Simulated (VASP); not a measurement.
Write the native input for VASP 6.6.1 that does the following.

| Property | Result |
| --- | --- |
| Task | single point |
| Functional | PBE |
| Potentials or basis | VASP PAW PBE potentials, release 64 (Cd) |
| Cutoff | 520 eV |
| k mesh | 13 × 13 × 6 |
| Occupations | fermi-dirac, width 0.1 eV |
| Spin | no spin polarisation |
| Dipole correction | no |
| Further INCAR settings | ALGO = Normal; EDIFF = 1e-07; NBANDS = 19 |

The structure of Cd lies in POSCAR:

```
Cd
1.0
    3.0007103730      0.0000000000      0.0000000000
   -1.5003551865      2.5986914124      0.0000000000
    0.0000000000      0.0000000000      5.9261569577
Cd
2
Direct
    0.3333333333      0.6666666667      0.2500000000
    0.6666666667      0.3333333333      0.7500000000
```

The input as run:

INCAR

```
SYSTEM = Cd
PREC = Accurate
ENCUT = 520
EDIFF = 1E-7
ISMEAR = -1
SIGMA = 0.1
LREAL = .FALSE.
LASPH = .TRUE.
NELM = 100
ALGO = Normal
ISIF = 2
LWAVE = .FALSE.
LCHARG = .FALSE.
GGA = PE
NBANDS = 19
```

KPOINTS

```
regular mesh
0
G
  13 13 6
  0 0 0
```

Potentials or basis: VASP PAW PBE potentials, release 64 (Cd).

Run with:

```bash
$ cat potpaw_PBE.64/Cd/POTCAR > POTCAR
$ mpirun -np 1 vasp_std > vasp.out
```

It gave:

```yaml
Pressure: 0.4 GPa
Band_gap_on_the_k_mesh: zero (band 12 reaches 3.70 eV, above the bottom of band 13 at -0.36 eV)
```

It took 33 s on 1 thread of Intel(R) Xeon(R) Platinum 8259CL CPU @ 2.50GHz (Skylake/Cascade Lake), on a shared host, peak memory 0.2 GiB.
